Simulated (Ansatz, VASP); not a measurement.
PbO2 in VASP and in Ansatz

The input INCAR:

```
PREC = Accurate ; ENCUT = 520
EDIFF = 1E-7 ; ISMEAR = -1
SIGMA = 0.05 ; LREAL = False
LASPH = True ; NELM = 60
ALGO = Normal ; ISIF = 2
LWAVE = False ; LCHARG = True
GGA = CA ; LELF = True
LVHAR = True ; NBANDS = 20
```

The input KPOINTS:

```
regular mesh
0
Gamma
  9 9 9
```

Contents of POSCAR:

```
PbO2
1.0
    0.0000000000      2.7375486038      2.7375486038
    2.7375486038      0.0000000000      2.7375486038
    2.7375486038      2.7375486038      0.0000000000
Pb O
1 2
Direct
    0.0000000000      0.0000000000      0.0000000000
    0.7500000000      0.7500000000      0.7500000000
    0.2500000000      0.2500000000      0.2500000000
```

The input input.yaml:

```yaml
crystal:
  lattice:
    - [0.0, 2.7375486038, 2.7375486038]
    - [2.7375486038, 0.0, 2.7375486038]
    - [2.7375486038, 2.7375486038, 0.0]
  atoms:
    - { symbol: Pb, position: [0.0, 0.0, 0.0] }
    - { symbol: O, position: [0.75, 0.75, 0.75] }
    - { symbol: O, position: [0.25, 0.25, 0.25] }
hamiltonian:
  xc: lda
  pseudopotentials: { kind: paw }
kpoints:
  mp_grid: { grid: [9, 9, 9] }
scf:
  occupations: { method: fermi_dirac, width: 0.05 }
output:
  forces: true
  stress: true
  eigenvalues: true
```

Alike in both runs: task single point; functional LDA; k mesh 9 × 9 × 9; occupations fermi-dirac, width 0.05 eV; no spin polarisation.

|  | VASP | Ansatz |
| --- | --- | --- |
| version | VASP 6.6.1 | Ansatz 0.2.0 |
| potentials or method | VASP PAW LDA potentials, release 64 (Pb_d, O) | Ansatz PAW |
| plane-wave cutoff (eV) | 520 | 420 |
| valence electrons in the cell | 26 | 26 |

VASP gave:

| Quantity | Value |
| --- | --- |
| gap on the k mesh at the Fermi level (eV) | none |
| pressure (GPa) | -14.0 |

Estimate Ansatz's values.

gap on the k mesh at the Fermi level (eV): none; pressure (GPa): -14.2.

LDA's correlation is that of Perdew and Zunger in VASP and of Perdew and Wang (1992) in Ansatz. A gap of «none» marks a metal or a gap that the smearing closes.

Neither program's run includes spin-orbit coupling.
